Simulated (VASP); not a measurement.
# InO3 (Pm-3m) in VASP: notebook

Runs on InO3. Level: PBE. Tasks: relaxation of cell and atoms, single point.

Program: VASP 6.6.1. These are calculated values, not measurements. Logs are shortened: lines on timing, memory, paths and dates and some standing lists are left out, and cuts for length are marked.

## Step 1: The cell of the first run

It takes space group Pm-3m (No. 221, cubic). Conventional cell: a = 3.578 Å, b = 3.578 Å, c = 3.578 Å, α = 90.00°, β = 90.00°, γ = 90.00°. Within 3.3 Å of In (site symmetry m-3m) lie 12 O at 2.53 Å. O (site symmetry 4/mmm) has 4 In at 2.53 Å and 8 O at 2.53 Å within 3.3 Å.

## Step 2: Relaxation of cell and atoms, PBE, collinear spin, ferromagnetic start

File INCAR:

```
ALGO = Normal
EDIFF = 1E-7
EDIFFG = -0.04
ENCUT = 600
GGA = PE
IBRION = 2
ISIF = 3
ISMEAR = 0
ISPIN = 2
LASPH = T
LCHARG = F
LORBIT = 11
LREAL = F
LWAVE = F
MAGMOM = 0 1.14 1.14 1.14
NELM = 150
NSW = 90
PREC = Accurate
SIGMA = 0.1
```

File KPOINTS:

```
k-points
0
Gamma
  6 6 6
```

File POSCAR:

```
InO3
1.0
    3.5777959712      0.0000000000      0.0000000000
    0.0000000000      3.5777959712      0.0000000000
    0.0000000000      0.0000000000      3.5777959712
In O
1 3
Direct
    0.0000000000      0.0000000000      0.0000000000
    0.0000000000      0.5000000000      0.5000000000
    0.5000000000      0.0000000000      0.5000000000
    0.5000000000      0.5000000000      0.0000000000
```

Potentials or basis: VASP PAW PBE potentials, release 64 (In_d, O).

Started as:

```console
$ cat potpaw_PBE.64/In_d/POTCAR potpaw_PBE.64/O/POTCAR > POTCAR
$ mpirun -np 1 vasp_std > vasp.out
```

OUTCAR:

```text
EDIFF = 1E-7
   EDIFFG = -0.04
   ENCUT = 600
   GGA = PE
   IBRION = 2
   ISIF = 3
   ISMEAR = 0
   ISPIN = 2
   LASPH = T
   LORBIT = 11
   LREAL = F
   NELM = 150
   NSW = 90
   PREC = Accurate

 ion  position               nearest neighbor table
   1  0.000  0.000  0.000-   2 2.53   3 2.53   4 2.53   2 2.53   3 2.53   2 2.53   4 2.53   2 2.53
                             3 2.53   4 2.53   3 2.53   4 2.53
   2  0.000  0.500  0.500-   1 2.53   1 2.53   1 2.53   1 2.53
   3  0.500  0.000  0.500-   1 2.53   1 2.53   1 2.53   1 2.53
   4  0.500  0.500  0.000-   1 2.53   1 2.53   1 2.53   1 2.53

  LATTYP: Found a simple cubic cell.
 ALAT       =     3.5777959712

  Lattice vectors:

 A1 = (   3.5777959712,   0.0000000000,   0.0000000000)
 A2 = (   0.0000000000,   3.5777959712,   0.0000000000)
 A3 = (   0.0000000000,   0.0000000000,   3.5777959712)

Analysis of symmetry for initial positions (statically):
=====================================================================
 Subroutine PRICEL returns:
 Original cell was already a primitive cell.

 Routine SETGRP: Setting up the symmetry group for a
 simple cubic supercell.

 Subroutine GETGRP returns: Found 48 space group operations
 (whereof 48 operations were pure point group operations)
 out of a pool of 48 trial point group operations.

The static configuration has the point symmetry O_h .

Analysis of symmetry for dynamics (positions and initial velocities):
=====================================================================
 Subroutine PRICEL returns:
 Original cell was already a primitive cell.

 Routine SETGRP: Setting up the symmetry group for a
 simple cubic supercell.

 Subroutine GETGRP returns: Found 48 space group operations
 (whereof 48 operations were pure point group operations)
 out of a pool of 48 trial point group operations.

The dynamic configuration has the point symmetry O_h .

Analysis of structural, dynamic, and magnetic symmetry:
=====================================================================
 Subroutine PRICEL returns:
 Original cell was already a primitive cell.

 Routine SETGRP: Setting up the symmetry group for a
 simple cubic supercell.

 Subroutine GETGRP returns: Found 48 space group operations
 (whereof 48 operations were pure point group operations)
 out of a pool of 48 trial point group operations.

The overall configuration has the point symmetry O_h .

 Subroutine INISYM returns: Found 48 space group operations
 (whereof 48 operations are pure point group operations),
 and found     1 'primitive' translations

----------------------------------------------------------------------------------------

                                     Primitive cell

  volume of cell :      45.7980

  direct lattice vectors                    reciprocal lattice vectors
     3.577795971  0.000000000  0.000000000     0.279501684  0.000000000  0.000000000
     0.000000000  3.577795971  0.000000000     0.000000000  0.279501684  0.000000000
     0.000000000  0.000000000  3.577795971     0.000000000  0.000000000  0.279501684

  length of vectors
     3.577795971  3.577795971  3.577795971     0.279501684  0.279501684  0.279501684

  position of ions in fractional coordinates (direct lattice)
     0.000000000  0.000000000  0.000000000
     0.000000000  0.500000000  0.500000000
     0.500000000  0.000000000  0.500000000
     0.500000000  0.500000000  0.000000000

  ion indices of the primitive-cell ions
   primitive index   ion index
                 1           1
                 2           2
                 3           3
                 4           4

----------------------------------------------------------------------------------------

 KPOINTS: k-points

Automatic generation of k-mesh.
 Grid dimensions read from file:
 generate k-points for:    6    6    6

 Generating k-lattice:

  Cartesian coordinates                     Fractional coordinates (reciprocal lattice)
     0.046583614  0.000000000  0.000000000     0.166666667  0.000000000  0.000000000
     0.000000000  0.046583614  0.000000000     0.000000000  0.166666667  0.000000000
     0.000000000  0.000000000  0.046583614     0.000000000  0.000000000  0.166666667

  Length of vectors
     0.046583614  0.046583614  0.046583614

  Shift w.r.t. Gamma in fractional coordinates (k-lattice)
     0.000000000  0.000000000  0.000000000

 Subroutine IBZKPT returns following result:
 ===========================================

 Found     20 irreducible k-points:

 Following reciprocal coordinates:
            Coordinates               Weight
  0.000000  0.000000  0.000000      1.000000
  0.166667  0.000000  0.000000      6.000000
  0.333333  0.000000  0.000000      6.000000
  0.500000  0.000000  0.000000      3.000000
  0.166667  0.166667  0.000000     12.000000
  0.333333  0.166667  0.000000     24.000000
[... 12 lines left out ...]
  0.500000  0.500000  0.333333      6.000000
  0.500000  0.500000  0.500000      1.000000
   k-points           NKPTS =     20   k-points in BZ     NKDIM =     20   number of bands    NBANDS=     21
   number of dos      NEDOS =    301   number of ions     NIONS =      4
   total plane-waves  NPLWV =  27000
   dimension x,y,z NGX =    30 NGY =   30 NGZ =   30
   dimension x,y,z NGXF=    60 NGYF=   60 NGZF=   60
   ions per type =               1   3
   NGX,Y,Z   is equivalent  to a cutoff of  13.94, 13.94, 13.94 a.u.
   NGXF,Y,Z  is equivalent  to a cutoff of  27.88, 27.88, 27.88 a.u.
 SYSTEM =  unknown system
   PREC   = accura    normal or accurate (medium, high low for compatibility)
   ISTART =      0    job   : 0-new  1-cont  2-samecut
   ICHARG =      2    charge: 1-file 2-atom 10-const
   ISPIN  =      2    spin polarized calculation?
   LNONCOLLINEAR =      F non collinear calculations
   LSORBIT =      F    spin-orbit coupling
   LASPH  =      T    aspherical Exc in radial PAW
   ENCUT  =  600.0 eV  44.10 Ry    6.64 a.u.   7.15  7.15  7.15*2*pi/ulx,y,z
   NELM   =    150;   NELMIN=  2; NELMDL= -5     # of ELM steps
   EDIFF  = 0.1E-06   stopping-criterion for ELM
   LREAL  =      F    real-space projection
   EDIFFG = -.4E-01   stopping-criterion for IOM
   NSW    =     90    number of steps for IOM
   IBRION =      2    ionic relax: 0-MD 1-quasi-New 2-CG
   NFREE  =      1    steps in history (QN), initial steepest desc. (CG)
   ISIF   =      3    stress and relaxation
   ISYM   =      2    0-nonsym 1-usesym 2-fastsym
   POTIM  = 0.5000    time-step for ionic-motion
   TEBEG  =    0.0;   TEEND  =   0.0 temperature during run
   PSTRESS=    0.0 pullay stress
   NELECT =      31.0000    total number of electrons
   NUPDOWN=      -1.0000    fix difference up-down
   EMIN   =  10.00;   EMAX   =-10.00  energy-range for DOS
   EFERMI =   0.00;   METHOD = LEGACY
   ISMEAR =     0;   SIGMA  =   0.10  broadening in eV -4-tet -1-fermi 0-gaus
   EFERMI_NEDOS =   21; number of points for ismear=-14 and -15
   IALGO  =     38    algorithm
   IMIX   =      4    mixing-type and parameters
     AMIX     =   0.40;   BMIX     =  1.00
     AMIX_MAG =   1.60;   BMIX_MAG =  1.00
  volume/ion in A,a.u.               =      11.45        77.27
  Fermi-wavevector in a.u.,A,eV,Ry     =   1.437407  2.716306 28.111535  2.066140
  Thomas-Fermi vector in A             =   2.556488
   LORBIT       =     11    0 simple, 1 ext, 2 COOP (PROOUT), +10 PAW based schemes
   GGA     = PE    functional components
   LHFCALC =     F    Hartree Fock is set to
   AEXX    =    0.0000 exact exchange contribution
   IVDW    =     0    specifies the selected vdW correction
   LEPSILON=     F    determine dielectric tensor
   LRPA    =     F    only Hartree local field effects (RPA)
 conjugate gradient relaxation of ions
 spin polarized calculation
 Gauss-broadening in eV      SIGMA  =   0.10
  energy-cutoff  :      600.00
  volume of cell :       45.80
 maximum number of plane-waves:      1568
 NGX is ok and might be reduce to    30
   NGX = 15   NGY = 15   NGZ = 15

--------------------------------------- Ionic step        1  -------------------------------------------

 number of electron      31.0000018 magnetization       3.0138314

 Free energy of the ion-electron system (eV)
  ---------------------------------------------------
  ext. energy  EPLUGINS =         0.00000000
  ---------------------------------------------------
  free energy    TOTEN  =       -16.37020452 eV

  energy without entropy =      -16.36072731  energy(sigma->0) =      -16.36546592

------------------------ aborting loop because EDIFF is reached ----------------------------------------

  FORCE on cell =-STRESS in cart. coord.  units (eV):
  Direction    XX          YY          ZZ          XY          YZ          ZX
  --------------------------------------------------------------------------------------
  -------------------------------------------------------------------------------------
  Total       -2.5938459     -2.5938459     -2.5938459      0.0000000      0.0000000      0.0000000
  in kB      -90.7419355    -90.7419355    -90.7419355      0.0000000      0.0000000      0.0000000
  external PRESSURE =     -90.7419355 kB  Pullay stress =       0.0000000 kB
[... 61 lines left out ...]
  energy  without entropy=      -16.4738131419  energy(sigma->0) =      -16.47819204

--------------------------------------- Ionic step        3  -------------------------------------------

 number of electron      31.0000000 magnetization       3.0092411

 Free energy of the ion-electron system (eV)
  ---------------------------------------------------
  ext. energy  EPLUGINS =         0.00000000
  ---------------------------------------------------
  free energy    TOTEN  =       -16.48485035 eV

  energy without entropy =      -16.47586810  energy(sigma->0) =      -16.48035923

 E-fermi :   5.5419     XC(G=0): -11.8424

 val. band max:        5.5061298167   @ k =   0.5000   0.5000   0.0000
 cond. band min:       5.5463387314   @ k =   0.1667   0.1667   0.0000
 fundamental gap:      0.0402089147
 Fermi energy:         5.5419112519

 spin component 1

 k-point     1 :       0.0000    0.0000    0.0000
  band No.  band energies     occupation
      1     -14.1276      1.00000
      2     -11.1456      1.00000
      3     -11.1456      1.00000
      4      -7.7707      1.00000
      5      -7.7707      1.00000
      6      -7.7707      1.00000
[... 453 lines left out ...]
      4      -7.6874      1.00000
      5      -7.6874      1.00000
      6      -7.3699      1.00000
[... 13 lines left out ...]
     20      16.5639      0.00000
     21      16.5639      0.00000
 Fermi energy:         5.5419112519

 spin component 2

 k-point     1 :       0.0000    0.0000    0.0000
  band No.  band energies     occupation
      1     -12.7176      1.00000
      2      -9.6730      1.00000
      3      -9.6730      1.00000
      4      -7.7965      1.00000
      5      -7.7965      1.00000
      6      -7.7965      1.00000
[... 500 lines left out ...]
  FREE ENERGIE OF THE ION-ELECTRON SYSTEM (eV)
  ---------------------------------------------------
  free  energy   TOTEN  =       -16.4848503516 eV

  energy  without entropy=      -16.4758681001  energy(sigma->0) =      -16.48035923

 reached required accuracy - stopping structural energy minimisation

 total charge

# of ion       s       p       d       tot
------------------------------------------
    1        0.544   0.441   9.994  10.979
    2        1.612   3.175   0.000   4.787
    3        1.612   3.175   0.000   4.787
    4        1.612   3.175   0.000   4.787
--------------------------------------------------
tot          5.381   9.965   9.994  25.340

 magnetization (x)

# of ion       s       p       d       tot
------------------------------------------
    1       -0.044  -0.034  -0.000  -0.079
    2        0.010   0.885   0.000   0.896
    3        0.010   0.885   0.000   0.896
    4        0.010   0.885   0.000   0.896
--------------------------------------------------
tot         -0.013   2.622  -0.000   2.608
```

Wall time 3 min (1 thread of Intel Xeon 8259CL, shared host); peak memory 0.18 GiB.

Results:

* Free energy: -16.4849 eV
* Relaxed volume: 10.52 Å³/atom
* Relaxed cell: a = 3.479 Å, b = 3.479 Å, c = 3.479 Å, α = 90.00°, β = 90.00°, γ = 90.00°
* Space group after relaxing (to 0.1 Å): Pm-3m (No. 221)
* Energy gained by relaxing: 28.7 meV/atom
* Ionic steps: 3
* Pressure after relaxing: 0.0 GPa
* Band gap on the k mesh: zero (filled and empty bands overlap)
* Net moment: 3.01 μB per cell
* Site moments: In -0.08; O +0.90 μB
* Valence electrons inside the program's atomic spheres: In 10.98; O 4.79

The path:
| step | energy change (eV) | largest force (eV/Å) | pressure (GPa) | volume (Å³) |
| --- | --- | --- | --- | --- |
| 1 | 0.0000 | 0.0000 | -9.07 | 45.80 |
| 2 | -0.1124 | 0.0000 | 1.56 | 41.63 |
| 3 | -0.1146 | 0.0000 | 0.04 | 42.09 |

Final structure:
```cif
data_structure
_symmetry_space_group_name_H-M 'P 1'
_symmetry_Int_Tables_number 1
_cell_length_a 3.4786
_cell_length_b 3.4786
_cell_length_c 3.4786
_cell_angle_alpha 90.000
_cell_angle_beta 90.000
_cell_angle_gamma 90.000
_cell_volume 42.09
loop_
_atom_site_label
_atom_site_type_symbol
_atom_site_fract_x
_atom_site_fract_y
_atom_site_fract_z
_atom_site_occupancy
In1 In 0.00000 0.00000 0.00000 1
O1 O 0.00000 0.50000 0.50000 1
O2 O 0.50000 0.00000 0.50000 1
O3 O 0.50000 0.50000 0.00000 1
```

Caveat: spin-orbit coupling is left out, which moves the levels of the heavy elements.

## Step 3: Single point, PBE, collinear spin, ferromagnetic start

This run uses another cell than the first one, of 10.54 Å³/atom.

File INCAR:

```
PREC = Accurate
ENCUT = 520
EDIFF = 1E-7
ISMEAR = 0
SIGMA = 0.1
LREAL = False
LASPH = True
NELM = 150
ALGO = Normal
ISIF = 2
LWAVE = False
LCHARG = True
ISPIN = 2
MAGMOM = 0 1.12 1.12 1.12
LORBIT = 11
GGA = PE
LELF = True
LVHAR = True
NBANDS = 28
```

File KPOINTS:

```
regular mesh
0
Gamma
  14 14 14
```

File POSCAR:

```
InO3
1.0
    3.4801999486      0.0000000000      0.0000000000
    0.0000000000      3.4801999486      0.0000000000
    0.0000000000      0.0000000000      3.4801999486
In O
1 3
Direct
    0.0000000000      0.0000000000      0.0000000000
    0.0000000000      0.5000000000      0.5000000000
    0.5000000000      0.0000000000      0.5000000000
    0.5000000000      0.5000000000      0.0000000000
```

Potentials or basis: VASP PAW PBE potentials, release 64 (In_d, O).

Started as:

```console
$ cat potpaw_PBE.64/In_d/POTCAR potpaw_PBE.64/O/POTCAR > POTCAR
$ mpirun -np 1 vasp_std > vasp.out
```

It took 6.9 min on 1 thread of Intel Xeon 8259CL, shared host; peak memory 0.29 GiB.

It converged, with:

| Property | Result |
| --- | --- |
| Free energy | -16.4776 eV |
| Pressure | 0.0 GPa |
| Band gap on the k mesh | zero (filled and empty bands overlap) |
| Net moment | 3.00 μB per cell |
| Site moments | In -0.09; O +0.90 μB |
| Valence electrons inside the program's atomic spheres | In 10.98; O 4.79 |

Levels at points of the mesh, in eV from the Fermi level:
Spin up:
```csv
k point,band 14,band 15,band 16,band 17,band 18,band 19,band 20,band 21
"(0.00, 0.00, 0.00)",-1.89,-0.56,-0.56,-0.56,-0.40,12.73,12.73,12.92
"(0.50, 0.00, 0.00)",-2.38,-2.08,-0.73,-0.73,4.18,6.18,10.90,10.90
"(0.50, 0.50, 0.00)",-2.21,-2.21,-0.42,-0.33,4.10,8.86,8.86,9.19
"(0.50, 0.50, 0.50)",-0.43,-0.43,-0.39,-0.39,0.20,10.93,10.93,10.93
```
Spin down:
| k point | band 12 | band 13 | band 14 | band 15 | band 16 | band 17 |
| --- | --- | --- | --- | --- | --- | --- |
| (0.00, 0.00, 0.00) | -0.57 | -0.57 | -0.57 | -0.16 | 1.69 | 1.69 |
| (0.50, 0.00, 0.00) | -1.84 | -1.84 | -0.86 | -0.13 | 1.34 | 1.34 |
| (0.50, 0.50, 0.00) | -2.06 | -0.96 | -0.96 | -0.12 | 1.15 | 2.22 |
| (0.50, 0.50, 0.50) | -4.17 | 0.08 | 1.04 | 1.04 | 1.04 | 2.27 |

Caveat: spin-orbit coupling is left out, which moves the levels of the heavy elements.

The gap in the log of VASP goes by the Fermi energy; the results here count the filled bands.